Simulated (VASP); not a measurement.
# CsBa3 (Fm-3m) in VASP: single point with PBEsol

Aim: the single point of CsBa3 with PBEsol.

All numbers are computed with VASP 6.6.1; they aren't measurements. Logs are shortened: lines on timing, memory, paths and dates and some standing lists are left out, and cuts for length are marked.

### 1 The cell of the first run

It takes space group Fm-3m (No. 225, cubic). The conventional cell has a = 10.443 Å, b = 10.443 Å, c = 10.443 Å, α = 90.00°, β = 90.00°, γ = 90.00°.

### 2 Single point, PBEsol

The input, INCAR:

```
PREC = Accurate
ENCUT = 500
EDIFF = 1E-6
ISMEAR = 1
SIGMA = 0.1
LREAL = F
LASPH = T
NELM = 120
ALGO = Normal
ISIF = 2
LWAVE = F
LCHARG = F
GGA = PS
NBANDS = 49
GGA_COMPAT = F
```

The input, KPOINTS:

```
Automatic mesh
0
Gamma
  4 4 2
```

The input, POSCAR:

```
CsBa3
1.0
    0.0000000000      5.2212840000      5.2212840000
    5.2212840000      0.0000000000      5.2212840000
   10.4425680000     10.4425680000      0.0000000000
Cs Ba
2 6
Direct
    0.0000000000      0.0000000000      0.0000000000
    0.0000000000      0.0000000000      0.5000000000
    0.2500000000      0.2500000000      0.1250000000
    0.7500000000      0.7500000000      0.3750000000
    0.5000000000      0.5000000000      0.2500000000
    0.2500000000      0.2500000000      0.6250000000
    0.7500000000      0.7500000000      0.8750000000
    0.5000000000      0.5000000000      0.7500000000
```

Potentials or basis: VASP PAW PBE potentials, release 64 (Cs_sv, Ba_sv).

Started as:

```
> cat potpaw_PBE.64/Cs_sv/POTCAR potpaw_PBE.64/Ba_sv/POTCAR > POTCAR
> mpirun -np 1 vasp_std > vasp.out
```

OUTCAR:

```text
PREC = Accurate
   ENCUT = 500
   EDIFF = 1E-6
   ISMEAR = 1
   LREAL = F
   LASPH = T
   NELM = 120
   ISIF = 2
   GGA = PS

 ion  position               nearest neighbor table
   1  0.000  0.000  0.000-
   2  0.000  0.000  0.500-
   3  0.250  0.250  0.125-   8 4.52   5 4.52   5 4.52   5 4.52
   4  0.750  0.750  0.375-   5 4.52   5 4.52   8 4.52   5 4.52
   5  0.500  0.500  0.250-   3 4.52   3 4.52   6 4.52   7 4.52   4 4.52   4 4.52   3 4.52   4 4.52

   6  0.250  0.250  0.625-   5 4.52   8 4.52   8 4.52   8 4.52
   7  0.750  0.750  0.875-   8 4.52   8 4.52   5 4.52   8 4.52
   8  0.500  0.500  0.750-   6 4.52   6 4.52   3 4.52   4 4.52   7 4.52   7 4.52   6 4.52   7 4.52

  LATTYP: Found a trigonal (rhomboedric) cell.
 ALAT       =    12.7894816022
 COS(alpha) =     0.8333333333

  Lattice vectors:

 A1 = (  10.4425680000,   5.2212840000,  -5.2212840000)
 A2 = (   5.2212840000,   5.2212840000, -10.4425680000)
 A3 = (   5.2212840000,  10.4425680000,  -5.2212840000)

Analysis of symmetry for initial positions (statically):
=====================================================================
 Subroutine PRICEL returns following result:

  LATTYP: Found a face centered cubic cell.
 ALAT       =    10.4425680000

  Lattice vectors:

 A1 = (   0.0000000000,   5.2212840000,   5.2212840000)
 A2 = (   5.2212840000,   0.0000000000,   5.2212840000)
 A3 = (   5.2212840000,   5.2212840000,   0.0000000000)

   2 primitive cells build up your supercell.

 Routine SETGRP: Setting up the symmetry group for a
 trigonal (rhombohedral) supercell.

 Subroutine GETGRP returns: Found 12 space group operations
 (whereof 12 operations were pure point group operations)
 out of a pool of 12 trial point group operations.

The static configuration has the point symmetry D_3d.

Analysis of symmetry for dynamics (positions and initial velocities):
=====================================================================
 Subroutine PRICEL returns following result:

  LATTYP: Found a face centered cubic cell.
 ALAT       =    10.4425680000

  Lattice vectors:

 A1 = (   0.0000000000,   5.2212840000,   5.2212840000)
 A2 = (   5.2212840000,   0.0000000000,   5.2212840000)
 A3 = (   5.2212840000,   5.2212840000,   0.0000000000)

   2 primitive cells build up your supercell.

 Routine SETGRP: Setting up the symmetry group for a
 trigonal (rhombohedral) supercell.

 Subroutine GETGRP returns: Found 12 space group operations
 (whereof 12 operations were pure point group operations)
 out of a pool of 12 trial point group operations.

The dynamic configuration has the point symmetry D_3d.

 Subroutine INISYM returns: Found 12 space group operations
 (whereof 12 operations are pure point group operations),
 and found     2 'primitive' translations

----------------------------------------------------------------------------------------

                                     Primitive cell

  volume of cell :     284.6833

  direct lattice vectors                    reciprocal lattice vectors
     0.000000000  5.221284000  5.221284000    -0.095761885  0.095761885  0.095761885
     5.221284000  0.000000000  5.221284000     0.095761885 -0.095761885  0.095761885
     5.221284000  5.221284000  0.000000000     0.095761885  0.095761885 -0.095761885

  length of vectors
     7.384010646  7.384010646  7.384010646     0.165864451  0.165864451  0.165864451

  position of ions in fractional coordinates (direct lattice)
[... 29 lines left out ...]

  Shift w.r.t. Gamma in fractional coordinates (k-lattice)
     0.000000000  0.000000000  0.000000000

 -----------------------------------------------------------------------------
|                                                                             |
|           W    W    AA    RRRRR   N    N  II  N    N   GGGG   !!!           |
|           W    W   A  A   R    R  NN   N  II  NN   N  G    G  !!!           |
|           W    W  A    A  R    R  N N  N  II  N N  N  G       !!!           |
|           W WW W  AAAAAA  RRRRR   N  N N  II  N  N N  G  GGG   !            |
|           WW  WW  A    A  R   R   N   NN  II  N   NN  G    G                |
|           W    W  A    A  R    R  N    N  II  N    N   GGGG   !!!           |
|                                                                             |
|     Your reciprocal lattice and k-lattice belong to different lattice       |
|     classes:                                                                |
|                                                                             |
|        The reciprocal lattice is rhombohedral (trigonal),                   |
|        whereas your k-lattice is body-centered cubic.                       |
|                                                                             |
|     Results are often still useful ...                                      |
|                                                                             |
 -----------------------------------------------------------------------------

 Subroutine IBZKPT returns following result:
 ===========================================

 Found      8 irreducible k-points:

 Following reciprocal coordinates:
            Coordinates               Weight
  0.000000  0.000000  0.000000      1.000000
  0.250000  0.000000  0.000000      6.000000
  0.500000  0.000000  0.000000      3.000000
  0.250000  0.250000  0.000000      6.000000
  0.500000  0.250000  0.000000      6.000000
 -0.250000  0.250000  0.000000      6.000000
  0.000000  0.000000  0.500000      1.000000
  0.500000  0.000000  0.500000      3.000000
   k-points           NKPTS =      8   k-points in BZ     NKDIM =      8   number of bands    NBANDS=     49
   number of dos      NEDOS =    301   number of ions     NIONS =      8
   total plane-waves  NPLWV = 314928
   dimension x,y,z NGX =    54 NGY =   54 NGZ =  108
   dimension x,y,z NGXF=   108 NGYF=  108 NGZF=  216
   ions per type =               2   6
   NGX,Y,Z   is equivalent  to a cutoff of  12.16, 12.16, 12.16 a.u.
   NGXF,Y,Z  is equivalent  to a cutoff of  24.32, 24.32, 24.32 a.u.
 SYSTEM =  unknown system
   PREC   = accura    normal or accurate (medium, high low for compatibility)
   ISTART =      0    job   : 0-new  1-cont  2-samecut
   ICHARG =      2    charge: 1-file 2-atom 10-const
   ISPIN  =      1    spin polarized calculation?
   LNONCOLLINEAR =      F non collinear calculations
   LSORBIT =      F    spin-orbit coupling
   LASPH  =      T    aspherical Exc in radial PAW
   ENCUT  =  500.0 eV  36.75 Ry    6.06 a.u.  13.46 13.46 26.93*2*pi/ulx,y,z
   NELM   =    120;   NELMIN=  2; NELMDL= -5     # of ELM steps
   EDIFF  = 0.1E-05   stopping-criterion for ELM
   LREAL  =      F    real-space projection
   EDIFFG = 0.1E-04   stopping-criterion for IOM
   NSW    =      0    number of steps for IOM
   IBRION =     -1    ionic relax: 0-MD 1-quasi-New 2-CG
   NFREE  =      0    steps in history (QN), initial steepest desc. (CG)
   ISIF   =      2    stress and relaxation
   ISYM   =      2    0-nonsym 1-usesym 2-fastsym
   POTIM  = 0.5000    time-step for ionic-motion
   TEBEG  =    0.0;   TEEND  =   0.0 temperature during run
   PSTRESS=    0.0 pullay stress
   NELECT =      78.0000    total number of electrons
   NUPDOWN=      -1.0000    fix difference up-down
   EMIN   =  10.00;   EMAX   =-10.00  energy-range for DOS
   EFERMI =   0.00;   METHOD = LEGACY
   ISMEAR =     1;   SIGMA  =   0.10  broadening in eV -4-tet -1-fermi 0-gaus
   EFERMI_NEDOS =   21; number of points for ismear=-14 and -15
   IALGO  =     38    algorithm
   IMIX   =      4    mixing-type and parameters
     AMIX     =   0.40;   BMIX     =  1.00
     AMIX_MAG =   1.60;   BMIX_MAG =  1.00
  volume/ion in A,a.u.               =      71.17       480.28
  Fermi-wavevector in a.u.,A,eV,Ry     =   0.843935  1.594806  9.690429  0.712226
  Thomas-Fermi vector in A             =   1.958883
   LORBIT       =      0    0 simple, 1 ext, 2 COOP (PROOUT), +10 PAW based schemes
   GGA     = PS    functional components
   LHFCALC =     F    Hartree Fock is set to
   AEXX    =    0.0000 exact exchange contribution
   IVDW    =     0    specifies the selected vdW correction
   LEPSILON=     F    determine dielectric tensor
   LRPA    =     F    only Hartree local field effects (RPA)
 non-spin polarized calculation
 Methfessel and Paxton  Order N= 1 SIGMA  =   0.10
  energy-cutoff  :      500.00
  volume of cell :      569.37
 maximum number of plane-waves:     14522
 NGX is ok and might be reduce to    54
   NGX = 27   NGY = 27   NGZ = 53

 number of electron      78.0000000 magnetization

 Free energy of the ion-electron system (eV)
  ---------------------------------------------------
  ext. energy  EPLUGINS =         0.00000000
  ---------------------------------------------------
  free energy    TOTEN  =       -13.40786668 eV

  energy without entropy =      -13.37723689  energy(sigma->0) =      -13.39765675

 E-fermi :   1.2101     XC(G=0):  -7.0740

 val. band max:        1.1920088900   @ k =   0.2500   0.2500   0.0000
 cond. band min:       1.2371713562   @ k =   0.2500   0.2500   0.0000
 fundamental gap:      0.0451624662
 Fermi energy:         1.2101118699

 k-point     1 :       0.0000    0.0000    0.0000
  band No.  band energies     occupation
      1     -28.0216      2.00000
      2     -28.0181      2.00000
      3     -28.0177      2.00000
      4     -28.0154      2.00000
      5     -27.8727      2.00000
      6     -27.8715      2.00000
[... 405 lines left out ...]
     48       2.0786     -0.00000
     49       2.1123     -0.00000

------------------------ aborting loop because EDIFF is reached ----------------------------------------

  FORCE on cell =-STRESS in cart. coord.  units (eV):
  Direction    XX          YY          ZZ          XY          YZ          ZX
  --------------------------------------------------------------------------------------
  -------------------------------------------------------------------------------------
  Total       -1.5531776     -1.5531776     -1.5531776      0.0000554     -0.0000554     -0.0000554
  in kB       -4.3705869     -4.3705869     -4.3705869      0.0001559     -0.0001559     -0.0001559
  external PRESSURE =      -4.3705869 kB  Pullay stress =       0.0000000 kB

 VOLUME and BASIS-vectors are now :
 -----------------------------------------------------------------------------
  energy-cutoff  :      500.00
  volume of cell :      569.37
      direct lattice vectors                 reciprocal lattice vectors
     0.000000000  5.221284000  5.221284000    -0.095761885  0.095761885  0.095761885
     5.221284000  0.000000000  5.221284000     0.095761885 -0.095761885  0.095761885
    10.442568000 10.442568000  0.000000000     0.047880943  0.047880943 -0.047880943

 POSITION                                       TOTAL-FORCE (eV/Angst)
 -----------------------------------------------------------------------------------
      0.00000      0.00000      0.00000        -0.000000      0.000000     -0.000000
      5.22128      5.22128      0.00000        -0.000000      0.000000     -0.000000
      2.61064      2.61064      2.61064        -0.000003     -0.000003      0.000003
      7.83193      7.83193      7.83193         0.000003      0.000003     -0.000003
      5.22128      5.22128      5.22128        -0.000000      0.000000     -0.000000
      7.83193      7.83193      2.61064        -0.000003     -0.000003      0.000003
     13.05321     13.05321      7.83193         0.000003      0.000003     -0.000003
     10.44257     10.44257      5.22128        -0.000000      0.000000      0.000000
 -----------------------------------------------------------------------------------
    total drift:                                0.000000     -0.000000     -0.000000

  FREE ENERGIE OF THE ION-ELECTRON SYSTEM (eV)
  ---------------------------------------------------
  free  energy   TOTEN  =       -13.4078666826 eV

  energy  without entropy=      -13.3772368874  energy(sigma->0) =      -13.39765675
```

It took 3.8 min on 1 thread of Intel Xeon Platinum 8488C (Sapphire Rapids), shared host; peak memory 0.72 GiB.

What came out:

| Item | Value |
| --- | --- |
| Free energy | -13.4079 eV |
| Pressure | -0.4 GPa |
| Band gap on the k mesh | zero (bands 39 and 40 overlap by 0.43 eV) |

Caveat: the PAW data sets were made with another functional, which shifts forces and pressure a little; spin-orbit coupling is left out, which moves the levels of the heavy elements.
